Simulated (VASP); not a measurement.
# AlRu (P4/mmm) in VASP: further runs

The runs below take AlRu through single point, with PBE.

All numbers are computed with VASP 6.6.1; they aren't measurements. Logs are shortened: lines on timing, memory, paths and dates and some standing lists are left out, and cuts for length are marked.

### 1 The cell of the first run

Symmetry: P4/mmm, No. 123, tetragonal system. The conventional cell has a = 2.992 Å, b = 2.992 Å, c = 3.081 Å, α = 90.00°, β = 90.00°, γ = 90.00°. Al (site symmetry 4/mmm) has 8 Ru at 2.62 Å and 6 Al at 2.99 to 3.08 Å within 3.5 Å. Ru (site symmetry 4/mmm) has 8 Al at 2.62 Å and 6 Ru at 2.99 to 3.08 Å within 3.5 Å.

### 2 Single point, PBE (strain +0.0300 x Voigt [1, 0, 0, 0, 0, 0])

INCAR reads:

```
SYSTEM = AlRu
  PREC = Accurate
  ENCUT = 520
  EDIFF = 1E-7
  ISMEAR = 0
  SIGMA = 0.15
  LREAL = .False.
  LASPH = .True.
  NELM = 100
  ALGO = Fast
  ISIF = 2
  LWAVE = .False.
  LCHARG = .False.
  GGA = PE
  NBANDS = 16
```

KPOINTS reads:

```
Automatic mesh
0
Gamma
  16 16 16
  0 0 0
```

POSCAR reads:

```
AlRu
1.0
    3.0813480000      0.0000000000      0.0000000000
    0.0000000000      2.9916000000      0.0000000000
    0.0000000000      0.0000000000      2.9916000000
Al Ru
1 1
Direct
    0.0000000000      0.0000000000      0.0000000000
    0.5000000000      0.5000000000      0.5000000000
```

Potentials or basis: VASP PAW PBE potentials, release 64 (Al, Ru_pv).

The run is started by

```sh
> cat potpaw_PBE.64/Al/POTCAR potpaw_PBE.64/Ru_pv/POTCAR > POTCAR
> mpirun -np 1 vasp_std > vasp.out
```

OUTCAR:

```text
SYSTEM = AlRu
   PREC = Accurate
   ENCUT = 520
   EDIFF = 1E-7
   ISMEAR = 0
   LREAL = .False.
   LASPH = .True.
   NELM = 100
   ISIF = 2
   GGA = PE

 ion  position               nearest neighbor table
   1  0.000  0.000  0.000-   2 2.62   2 2.62   2 2.62   2 2.62   2 2.62   2 2.62   2 2.62   2 2.62

   2  0.500  0.500  0.500-   1 2.62   1 2.62   1 2.62   1 2.62   1 2.62   1 2.62   1 2.62   1 2.62

  LATTYP: Found a simple tetragonal cell.
 ALAT       =     2.9916000000
 C/A-ratio  =     1.0300000000

  Lattice vectors:

 A1 = (   0.0000000000,   2.9916000000,   0.0000000000)
 A2 = (   0.0000000000,   0.0000000000,   2.9916000000)
 A3 = (   3.0813480000,   0.0000000000,   0.0000000000)

Analysis of symmetry for initial positions (statically):
=====================================================================
 Subroutine PRICEL returns:
 Original cell was already a primitive cell.

 Routine SETGRP: Setting up the symmetry group for a
 simple tetragonal supercell.

 Subroutine GETGRP returns: Found 16 space group operations
 (whereof 16 operations were pure point group operations)
 out of a pool of 16 trial point group operations.

The static configuration has the point symmetry D_4h.

Analysis of symmetry for dynamics (positions and initial velocities):
=====================================================================
 Subroutine PRICEL returns:
 Original cell was already a primitive cell.

 Routine SETGRP: Setting up the symmetry group for a
 simple tetragonal supercell.

 Subroutine GETGRP returns: Found 16 space group operations
 (whereof 16 operations were pure point group operations)
 out of a pool of 16 trial point group operations.

The dynamic configuration has the point symmetry D_4h.

 Subroutine INISYM returns: Found 16 space group operations
 (whereof 16 operations are pure point group operations),
 and found     1 'primitive' translations

----------------------------------------------------------------------------------------

                                     Primitive cell

  volume of cell :      27.5770

  direct lattice vectors                    reciprocal lattice vectors
     3.081348000  0.000000000  0.000000000     0.324533289  0.000000000  0.000000000
     0.000000000  2.991600000  0.000000000     0.000000000  0.334269287  0.000000000
     0.000000000  0.000000000  2.991600000     0.000000000  0.000000000  0.334269287

  length of vectors
     3.081348000  2.991600000  2.991600000     0.324533289  0.334269287  0.334269287

[... 81 lines left out ...]
   LREAL  =      F    real-space projection
   EDIFFG = 0.1E-05   stopping-criterion for IOM
   NSW    =      0    number of steps for IOM
   IBRION =     -1    ionic relax: 0-MD 1-quasi-New 2-CG
   NFREE  =      0    steps in history (QN), initial steepest desc. (CG)
   ISIF   =      2    stress and relaxation
   ISYM   =      2    0-nonsym 1-usesym 2-fastsym
   POTIM  = 0.5000    time-step for ionic-motion
   TEBEG  =    0.0;   TEEND  =   0.0 temperature during run
   PSTRESS=    0.0 pullay stress
   NELECT =      17.0000    total number of electrons
   NUPDOWN=      -1.0000    fix difference up-down
   EMIN   =  10.00;   EMAX   =-10.00  energy-range for DOS
   EFERMI =   0.00;   METHOD = LEGACY
   ISMEAR =     0;   SIGMA  =   0.15  broadening in eV -4-tet -1-fermi 0-gaus
   EFERMI_NEDOS =   21; number of points for ismear=-14 and -15
   IALGO  =     68    algorithm
   IMIX   =      4    mixing-type and parameters
     AMIX     =   0.40;   BMIX     =  1.00
     AMIX_MAG =   1.60;   BMIX_MAG =  1.00
  volume/ion in A,a.u.               =      13.79        93.05
  Fermi-wavevector in a.u.,A,eV,Ry     =   1.393291  2.632938 26.412448  1.941260
  Thomas-Fermi vector in A             =   2.516951
   LORBIT       =      0    0 simple, 1 ext, 2 COOP (PROOUT), +10 PAW based schemes
   GGA     = PE    functional components
   LHFCALC =     F    Hartree Fock is set to
   AEXX    =    0.0000 exact exchange contribution
   IVDW    =     0    specifies the selected vdW correction
   LEPSILON=     F    determine dielectric tensor
   LRPA    =     F    only Hartree local field effects (RPA)
 non-spin polarized calculation
 RMM-DIIS sequential band-by-band and
 Gauss-broadening in eV      SIGMA  =   0.15
  energy-cutoff  :      520.00
  volume of cell :       27.58
 maximum number of plane-waves:       759
 NGX is ok and might be reduce to    24
   NGX = 11   NGY = 11   NGZ = 11

 number of electron      16.9999999 magnetization

 Free energy of the ion-electron system (eV)
  ---------------------------------------------------
  ext. energy  EPLUGINS =         0.00000000
  ---------------------------------------------------
  free energy    TOTEN  =       -14.25465972 eV

  energy without entropy =      -14.23500472  energy(sigma->0) =      -14.24483222

 E-fermi :  10.3243     XC(G=0): -12.4151

 val. band max:       10.3182601365   @ k =   0.1250   0.5000   0.4375
 cond. band min:      10.3243966463   @ k =   0.3750   0.5000   0.2500
 fundamental gap:      0.0061365098
 Fermi energy:        10.3242580658

 k-point     1 :       0.0000    0.0000    0.0000
  band No.  band energies     occupation
      1     -31.4714      2.00000
      2     -31.4399      2.00000
      3     -31.4399      2.00000
      4       0.8018      2.00000
      5       6.8879      2.00000
      6       6.9024      2.00000
[... 433 lines left out ...]
      3     -31.4287      2.00000
      4       2.7069      2.00000
      5       6.6432      2.00000
      6       7.4824      2.00000
[... 8 lines left out ...]
     15      24.0171      0.00000
     16      24.4782      0.00000

 [... further k-points ...]

------------------------ aborting loop because EDIFF is reached ----------------------------------------

  FORCE on cell =-STRESS in cart. coord.  units (eV):
  Direction    XX          YY          ZZ          XY          YZ          ZX
  --------------------------------------------------------------------------------------
  -------------------------------------------------------------------------------------
  Total       -1.0905054     -0.3030750     -0.3030750      0.0000000      0.0000000      0.0000000
  in kB      -63.3564177    -17.6081183    -17.6081183      0.0000000      0.0000000      0.0000000
  external PRESSURE =     -32.8575514 kB  Pullay stress =       0.0000000 kB

 VOLUME and BASIS-vectors are now :
 -----------------------------------------------------------------------------
  energy-cutoff  :      520.00
  volume of cell :       27.58
      direct lattice vectors                 reciprocal lattice vectors
     3.081348000  0.000000000  0.000000000     0.324533289  0.000000000  0.000000000
     0.000000000  2.991600000  0.000000000     0.000000000  0.334269287  0.000000000
     0.000000000  0.000000000  2.991600000     0.000000000  0.000000000  0.334269287

 POSITION                                       TOTAL-FORCE (eV/Angst)
 -----------------------------------------------------------------------------------
      0.00000      0.00000      0.00000         0.000000      0.000000      0.000000
      1.54067      1.49580      1.49580         0.000000      0.000000      0.000000
 -----------------------------------------------------------------------------------
    total drift:                                0.000000     -0.000000     -0.000000

  FREE ENERGIE OF THE ION-ELECTRON SYSTEM (eV)
  ---------------------------------------------------
  free  energy   TOTEN  =       -14.2546597201 eV

  energy  without entropy=      -14.2350047210  energy(sigma->0) =      -14.24483222
```

Run time: 2.8 min. Hardware: 1 thread of Intel Xeon 8259CL, shared host; peak memory 0.28 GiB.

What came out:

- Free energy: -14.2547 eV
- Pressure: -3.3 GPa
- Band gap on the k mesh: zero (an odd number of electrons rules out a gap without spin polarisation)

Levels at points of the mesh, in eV from the Fermi level:
| k point | band 7 | band 8 | band 9 | band 10 | band 11 | band 12 |
| --- | --- | --- | --- | --- | --- | --- |
| (0.00, 0.00, 0.00) | 0.10 | 0.10 | 0.27 | 5.34 | 6.22 | 6.22 |
| (0.50, 0.00, 0.00) | -1.44 | -1.44 | 0.47 | 1.84 | 7.47 | 11.11 |
| (0.00, 0.50, 0.00) | -1.78 | -1.45 | 0.36 | 2.33 | 7.42 | 10.36 |
| (0.50, 0.50, 0.00) | -1.31 | -1.08 | -1.00 | 1.37 | 4.99 | 5.85 |
| (0.00, 0.50, 0.50) | -1.30 | -1.26 | -1.26 | 1.57 | 5.36 | 6.03 |
| (0.50, 0.50, 0.50) | 1.43 | 1.64 | 2.38 | 3.94 | 4.11 | 4.11 |

Caveat: the cell differs from its parent crystal (strain +0.0300 x Voigt [1, 0, 0, 0, 0, 0]); the cell stands under tension.

### 3 Single point, PBE (strain +0.0450 x Voigt [1, 0, 0, 0, 0, 0])

INCAR reads:

```
SYSTEM = AlRu
PREC     = Accurate       ! precision mode
ENCUT    = 520            ! plane-wave cutoff, eV
EDIFF    = 1E-7           ! SCF threshold, eV
ISMEAR   = 0              ! smearing method
SIGMA    = 0.15           ! smearing width, eV
LREAL    = .False.        ! projectors in reciprocal space
LASPH    = .True.         ! aspherical terms in the spheres
NELM     = 100            ! most SCF steps
ALGO     = Fast           ! electronic algorithm
ISIF     = 2              ! what is computed and relaxed
LWAVE    = .False.        ! write WAVECAR
LCHARG   = .False.        ! write CHGCAR
GGA      = PE             ! functional
NBANDS   = 16             ! bands
```

KPOINTS reads:

```
regular mesh
0
Gamma
  16 16 16
  0 0 0
```

Edit POSCAR of step 2 so:

```diff
@@ -2,3 +2,3 @@
 1.0
-    3.0813480000      0.0000000000      0.0000000000
+    3.1262220000      0.0000000000      0.0000000000
     0.0000000000      2.9916000000      0.0000000000
```

Potentials or basis: VASP PAW PBE potentials, release 64 (Al, Ru_pv).

The run is started by

```sh
> cat potpaw_PBE.64/Al/POTCAR potpaw_PBE.64/Ru_pv/POTCAR > POTCAR
> mpirun -np 1 vasp_std > vasp.out
```

It took 2.5 min on 1 thread of Intel Xeon 8259CL, shared host; peak memory 0.28 GiB.

Results (log left out):

```
Free energy            : -14.2341 eV
Pressure               : -5.8 GPa
Band gap on the k mesh : zero (an odd number of electrons rules out a gap without spin polarisation)
```

Stress tensor (GPa, compression positive):
```
-10.13   0.00   0.00
  0.00  -3.68   0.00
  0.00   0.00  -3.68
```

Levels at points of the mesh, in eV from the Fermi level:
```
           k point  band 7  band 8  band 9  band 10  band 11  band 12
(0.00, 0.00, 0.00)    0.07    0.07    0.32     5.00     6.28     6.28
(0.50, 0.00, 0.00)   -1.36   -1.36    0.50     1.64     7.48    11.15
(0.00, 0.50, 0.00)   -1.86   -1.38    0.33     2.35     7.40    10.05
(0.50, 0.50, 0.00)   -1.28   -1.04   -0.92     1.29     4.86     5.67
(0.00, 0.50, 0.50)   -1.35   -1.20   -1.20     1.59     5.39     5.92
(0.50, 0.50, 0.50)    1.34    1.65    2.29     3.85     4.10     4.10
```

Caveat: the cell differs from its parent crystal (strain +0.0450 x Voigt [1, 0, 0, 0, 0, 0]); the stress differs along the axes, from -10 to -4 GPa.

### 4 Single point, PBE (strain +0.0525 x Voigt [1, 0, 0, 0, 0, 0])

INCAR reads:

```
SYSTEM = AlRu
  PREC = Accurate
  ENCUT = 520
  EDIFF = 1E-6
  ISMEAR = 0
  SIGMA = 0.15
  LREAL = .FALSE.
  LASPH = .TRUE.
  NELM = 100
  ALGO = Fast
  ISIF = 2
  LWAVE = .FALSE.
  LCHARG = .FALSE.
  GGA = PE
  NBANDS = 16
```

KPOINTS reads:

```
regular mesh
0
G
  16 16 16
  0 0 0
```

Edit POSCAR of step 3 so:

```diff
@@ -2,3 +2,3 @@
 1.0
-    3.1262220000      0.0000000000      0.0000000000
+    3.1486590000      0.0000000000      0.0000000000
     0.0000000000      2.9916000000      0.0000000000
```

The run is started by

```sh
> cat potpaw_PBE.64/Al/POTCAR potpaw_PBE.64/Ru_pv/POTCAR > POTCAR
> mpirun -np 1 vasp_std > vasp.out
```

Run time: 1.9 min. Hardware: 1 thread of Intel Xeon 8259CL, shared host; peak memory 0.28 GiB.

It converged, with:

| Quantity | Value |
| --- | --- |
| Free energy | -14.2203 eV |
| Pressure | -7.0 GPa |
| Band gap on the k mesh | zero (an odd number of electrons rules out a gap without spin polarisation) |

Stress tensor (GPa, compression positive):
```
-11.92   0.00   0.00
  0.00  -4.61   0.00
  0.00   0.00  -4.61
```

Levels at points of the mesh, in eV from the Fermi level:
```csv
k point,band 7,band 8,band 9,band 10,band 11,band 12
"(0.00, 0.00, 0.00)",0.06,0.06,0.34,4.83,6.32,6.32
"(0.50, 0.00, 0.00)",-1.32,-1.32,0.51,1.54,7.49,11.17
"(0.00, 0.50, 0.00)",-1.90,-1.34,0.32,2.36,7.38,9.90
"(0.50, 0.50, 0.00)",-1.27,-1.02,-0.88,1.25,4.80,5.58
"(0.00, 0.50, 0.50)",-1.38,-1.17,-1.17,1.60,5.40,5.87
"(0.50, 0.50, 0.50)",1.29,1.66,2.25,3.82,4.10,4.10
```

Caveat: the cell differs from its parent crystal (strain +0.0525 x Voigt [1, 0, 0, 0, 0, 0]); the stress differs along the axes, from -12 to -5 GPa.

(Continued in part 2 of 2.)
